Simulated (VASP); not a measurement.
# Sb (P4/mmm) in VASP: notebook

Runs on Sb. Level: PBE. Tasks: single point.

Program: VASP 6.6.1. These are calculated values, not measurements. Logs are shortened: lines on timing, memory, paths and dates and some standing lists are left out, and cuts for length are marked.

### Step 1. The cell of the first run

It takes space group P4/mmm (No. 123, tetragonal). The conventional cell has a = 3.648 Å, b = 3.648 Å, c = 2.371 Å, α = 90.00°, β = 90.00°, γ = 90.00°. Sb (site symmetry 4/mmm) has 2 Sb at 2.37 Å within 3.1 Å.

### Step 2. Single point, PBE

Input file INCAR:

```
ALGO = Normal
EDIFF = 1E-6
ENCUT = 520
GGA = PE
ISIF = 2
ISMEAR = 0
LASPH = True
LCHARG = False
LREAL = False
LWAVE = False
NBANDS = 8
NELM = 80
PREC = Accurate
SIGMA = 0.15
```

Input file KPOINTS:

```
k-points
0
Gamma
  16 16 16
```

Input file POSCAR:

```
Sb
1.0
    3.6479535275      0.0000000000      0.0000000000
    0.0000000000      3.6479535275      0.0000000000
    0.0000000000      0.0000000000      2.3711697929
Sb
1
Direct
    0.0000000000      0.0000000000      0.0000000000
```

Potentials or basis: VASP PAW PBE potentials, release 64 (Sb).

Run with:

```
cat potpaw_PBE.64/Sb/POTCAR > POTCAR
mpirun -np 1 vasp_std > vasp.out
```

OUTCAR:

```text
EDIFF = 1E-6
   ENCUT = 520
   GGA = PE
   ISIF = 2
   ISMEAR = 0
   LASPH = True
   LREAL = False
   NELM = 80
   PREC = Accurate

 ion  position               nearest neighbor table
   1  0.000  0.000  0.000-

  LATTYP: Found a simple tetragonal cell.
 ALAT       =     3.6479535275
 C/A-ratio  =     0.6500000000

  Lattice vectors:

 A1 = (   3.6479535275,   0.0000000000,   0.0000000000)
 A2 = (   0.0000000000,   3.6479535275,   0.0000000000)
 A3 = (   0.0000000000,   0.0000000000,   2.3711697929)

Analysis of symmetry for initial positions (statically):
=====================================================================
 Subroutine PRICEL returns:
 Original cell was already a primitive cell.

 Routine SETGRP: Setting up the symmetry group for a
 simple tetragonal supercell.

 Subroutine GETGRP returns: Found 16 space group operations
 (whereof 16 operations were pure point group operations)
 out of a pool of 16 trial point group operations.

The static configuration has the point symmetry D_4h.

Analysis of symmetry for dynamics (positions and initial velocities):
=====================================================================
 Subroutine PRICEL returns:
 Original cell was already a primitive cell.

 Routine SETGRP: Setting up the symmetry group for a
 simple tetragonal supercell.

 Subroutine GETGRP returns: Found 16 space group operations
 (whereof 16 operations were pure point group operations)
 out of a pool of 16 trial point group operations.

The dynamic configuration has the point symmetry D_4h.

 Subroutine INISYM returns: Found 16 space group operations
 (whereof 16 operations are pure point group operations),
 and found     1 'primitive' translations

----------------------------------------------------------------------------------------

                                     Primitive cell

  volume of cell :      31.5545

  direct lattice vectors                    reciprocal lattice vectors
     3.647953527  0.000000000  0.000000000     0.274126299  0.000000000  0.000000000
     0.000000000  3.647953527  0.000000000     0.000000000  0.274126299  0.000000000
     0.000000000  0.000000000  2.371169793     0.000000000  0.000000000  0.421732768

  length of vectors
     3.647953527  3.647953527  2.371169793     0.274126299  0.274126299  0.421732768
[... 73 lines left out ...]
   ISPIN  =      1    spin polarized calculation?
   LNONCOLLINEAR =      F non collinear calculations
   LSORBIT =      F    spin-orbit coupling
   LASPH  =      T    aspherical Exc in radial PAW
   ENCUT  =  520.0 eV  38.22 Ry    6.18 a.u.   6.78  6.78  4.41*2*pi/ulx,y,z
   NELM   =     80;   NELMIN=  2; NELMDL= -5     # of ELM steps
   EDIFF  = 0.1E-05   stopping-criterion for ELM
   LREAL  =      F    real-space projection
   EDIFFG = 0.1E-04   stopping-criterion for IOM
   NSW    =      0    number of steps for IOM
   IBRION =     -1    ionic relax: 0-MD 1-quasi-New 2-CG
   NFREE  =      0    steps in history (QN), initial steepest desc. (CG)
   ISIF   =      2    stress and relaxation
   ISYM   =      2    0-nonsym 1-usesym 2-fastsym
   POTIM  = 0.5000    time-step for ionic-motion
   TEBEG  =    0.0;   TEEND  =   0.0 temperature during run
   PSTRESS=    0.0 pullay stress
   NELECT =       5.0000    total number of electrons
   NUPDOWN=      -1.0000    fix difference up-down
   EMIN   =  10.00;   EMAX   =-10.00  energy-range for DOS
   EFERMI =   0.00;   METHOD = LEGACY
   ISMEAR =     0;   SIGMA  =   0.15  broadening in eV -4-tet -1-fermi 0-gaus
   EFERMI_NEDOS =   21; number of points for ismear=-14 and -15
   IALGO  =     38    algorithm
   IMIX   =      4    mixing-type and parameters
     AMIX     =   0.40;   BMIX     =  1.00
     AMIX_MAG =   1.60;   BMIX_MAG =  1.00
  volume/ion in A,a.u.               =      31.55       212.94
  Fermi-wavevector in a.u.,A,eV,Ry     =   0.885886  1.674081 10.677766  0.784794
  Thomas-Fermi vector in A             =   2.006979
   LORBIT       =      0    0 simple, 1 ext, 2 COOP (PROOUT), +10 PAW based schemes
   GGA     = PE    functional components
   LHFCALC =     F    Hartree Fock is set to
   AEXX    =    0.0000 exact exchange contribution
   IVDW    =     0    specifies the selected vdW correction
   LEPSILON=     F    determine dielectric tensor
   LRPA    =     F    only Hartree local field effects (RPA)
 non-spin polarized calculation
 Gauss-broadening in eV      SIGMA  =   0.15
  energy-cutoff  :      520.00
  volume of cell :       31.55
 maximum number of plane-waves:       876
 NGX is ok and might be reduce to    28

 number of electron       5.0000000 magnetization

 Free energy of the ion-electron system (eV)
  ---------------------------------------------------
  ext. energy  EPLUGINS =         0.00000000
  ---------------------------------------------------
  free energy    TOTEN  =        -2.30261098 eV

  energy without entropy =       -2.29377737  energy(sigma->0) =       -2.29819418

 E-fermi :   6.2945     XC(G=0):  -9.1425

 val. band max:        6.2870590647   @ k =   0.3125   0.0000   0.3750
 cond. band min:       6.2974979459   @ k =   0.4375   0.0625   0.4375
 fundamental gap:      0.0104388813
 Fermi energy:         6.2944533560

 k-point     1 :       0.0000    0.0000    0.0000
  band No.  band energies     occupation
      1      -6.8064      2.00000
      2       5.4325      2.00000
      3       5.4325      2.00000
      4      10.0918      0.00000
      5      10.8900      0.00000
      6      19.2129      0.00000
      7      20.1938      0.00000
      8      20.2202      0.00000
[... 243 lines left out ...]
 k-point    24 :       0.5000    0.1250    0.0000
  band No.  band energies     occupation
      1      -5.8549      2.00000
      2       1.0714      2.00000
      3       5.2173      2.00000
      4      12.0460      0.00000
      5      13.2508      0.00000
      6      17.0678      0.00000
      7      20.8752      0.00000
      8      21.0035      0.00000

 [... further k-points ...]
[... 5 lines left out ...]
  --------------------------------------------------------------------------------------
  -------------------------------------------------------------------------------------
  Total        0.0144459      0.0144459     14.8154362      0.0000000     -0.0000000      0.0000000
  in kB        0.7334908      0.7334908    752.2527406      0.0000000     -0.0000000      0.0000000
  external PRESSURE =     251.2399074 kB  Pullay stress =       0.0000000 kB

 VOLUME and BASIS-vectors are now :
 -----------------------------------------------------------------------------
  energy-cutoff  :      520.00
  volume of cell :       31.55
      direct lattice vectors                 reciprocal lattice vectors
     3.647953527  0.000000000  0.000000000     0.274126299  0.000000000  0.000000000
     0.000000000  3.647953527  0.000000000     0.000000000  0.274126299  0.000000000
     0.000000000  0.000000000  2.371169793     0.000000000  0.000000000  0.421732768

 POSITION                                       TOTAL-FORCE (eV/Angst)
 -----------------------------------------------------------------------------------
      0.00000      0.00000      0.00000         0.000000      0.000000      0.000000
 -----------------------------------------------------------------------------------
    total drift:                                0.000000      0.000000     -0.000000

  FREE ENERGIE OF THE ION-ELECTRON SYSTEM (eV)
  ---------------------------------------------------
  free  energy   TOTEN  =        -2.3026109784 eV

  energy  without entropy=       -2.2937773736  energy(sigma->0) =       -2.29819418
```

Run time: 25 s. Hardware: 1 thread of Intel Xeon 6975P-C (Granite Rapids), shared host; peak memory 0.22 GiB.

What came out:

```
Free energy : -2.3026 eV
Pressure    : 25.1 GPa
```

Levels at points of the mesh, in eV from the Fermi level:
| k point | band 1 | band 2 | band 3 | band 4 | band 5 | band 6 |
| --- | --- | --- | --- | --- | --- | --- |
| (0.00, 0.00, 0.00) | -13.10 | -0.86 | -0.86 | 3.80 | 4.60 | 12.92 |
| (0.50, 0.00, 0.00) | -12.25 | -5.34 | -0.15 | 5.70 | 8.09 | 8.13 |
| (0.50, 0.50, 0.00) | -11.42 | -4.40 | -4.40 | 1.97 | 14.69 | 15.26 |
| (0.00, 0.00, 0.50) | -6.25 | -5.40 | 5.09 | 5.09 | 8.33 | 9.02 |
| (0.50, 0.00, 0.50) | -5.68 | -4.23 | 0.45 | 3.87 | 5.87 | 9.85 |
| (0.50, 0.50, 0.50) | -5.17 | -3.01 | 1.37 | 1.37 | 5.15 | 5.15 |

Caveat: spin-orbit coupling is left out, which moves the levels of the heavy elements.

### Step 3. Single point, PBE

This run uses another cell than the first one, of the same volume but with other edges.

Input file INCAR:

```
SYSTEM = Sb
PREC = Accurate
ENCUT = 520
EDIFF = 1E-6
ISMEAR = 0
SIGMA = 0.15
LREAL = .FALSE.
LASPH = .TRUE.
NELM = 100
ALGO = Normal
ISIF = 2
LWAVE = .FALSE.
LCHARG = .TRUE.
GGA = PE
LELF = .TRUE.
LVHAR = .TRUE.
NBANDS = 8
```

Input file KPOINTS:

```
Automatic mesh
0
G
  16 16 16
  0 0 0
```

Input file POSCAR:

```
Sb
1.0
    2.7605142686      0.0000000000      0.0000000000
    0.0000000000      2.7605142686      0.0000000000
    0.0000000000      0.0000000000      4.1407714029
Sb
1
Direct
    0.0000000000      0.0000000000      0.0000000000
```

Potentials or basis: VASP PAW PBE potentials, release 64 (Sb).

Run with:

```
cat potpaw_PBE.64/Sb/POTCAR > POTCAR
mpirun -np 1 vasp_std > vasp.out
```

It took 21 s on 1 thread of Intel Xeon 6975P-C (Granite Rapids), shared host; peak memory 0.22 GiB.

It converged, with:

```yaml
Free_energy: -3.4500 eV
Pressure: 12.2 GPa
```

Stress tensor (GPa, compression positive):
```
19.74  0.00  0.00
 0.00 19.74  0.00
 0.00  0.00 -2.79
```

Levels at points of the mesh, in eV from the Fermi level:
```
           k point  band 1  band 2  band 3  band 4  band 5  band 6  band 7
(0.00, 0.00, 0.00)  -13.03   -2.18    2.79    6.58    6.58    9.37   12.11
(0.50, 0.00, 0.00)   -8.85   -6.22    1.14    6.43    7.18    7.47   10.33
(0.50, 0.50, 0.00)   -4.02   -3.15   -3.15    2.89    4.55    9.83    9.83
(0.00, 0.00, 0.50)  -12.70   -4.81    6.87    6.87    9.68   10.48   11.07
(0.50, 0.00, 0.50)   -8.48   -5.91   -1.26    2.81   10.64   13.40   13.66
(0.50, 0.50, 0.50)   -3.54   -2.90   -2.90    2.26    3.46    6.75    6.75
```

Caveat: spin-orbit coupling is left out, which moves the levels of the heavy elements.
